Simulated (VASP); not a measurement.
Set up this calculation in VASP 6.6.1, as the native input.

| Property | Result |
| --- | --- |
| Task | single point |
| Functional | PBEsol |
| Potentials or basis | VASP PAW PBE potentials, release 64 (Ir) |
| Cutoff | 520 eV |
| k mesh | 14 × 14 × 14 |
| Occupations | fermi-dirac, width 0.1 eV |
| Spin | no spin polarisation |
| Dipole correction | no |
| Further INCAR settings | ALGO = Normal; EDIFF = 1e-06; NBANDS = 10 |

The structure of Ir lies in POSCAR:

```
Ir
1.0
    2.4365208661      0.0000000000      0.0000000000
    0.0000000000      2.4365208661      0.0000000000
    0.0000000000      0.0000000000      2.4365208661
Ir
1
Direct
    0.0000000000      0.0000000000      0.0000000000
```

This cell differs from its parent crystal: volume scaled by 0.88.

The input as run:

INCAR

```
SYSTEM = Ir
ALGO = Normal ; EDIFF = 1E-6
ENCUT = 520 ; GGA = PS
ISIF = 2 ; ISMEAR = -1
LASPH = .True. ; LCHARG = .True.
LELF = .True. ; LREAL = .False.
LVHAR = .True. ; LWAVE = .False.
NBANDS = 10 ; NELM = 60
PREC = Accurate ; SIGMA = 0.1
```

KPOINTS

```
k-points
0
Gamma
  14 14 14
  0 0 0
```

Potentials or basis: VASP PAW PBE potentials, release 64 (Ir).

Command:

```console
$ cat potpaw_PBE.64/Ir/POTCAR > POTCAR
$ mpirun -np 1 vasp_std > vasp.out
```

It gave:

| Quantity | Value |
| --- | --- |
| Pressure | 48.2 GPa |

Caveat: the PAW data sets were made with another functional, which shifts forces and pressure a little.

It took 8.5 s on 1 thread of AMD EPYC 7R13 Processor (Zen 3), on a shared host, peak memory 0.1 GiB.
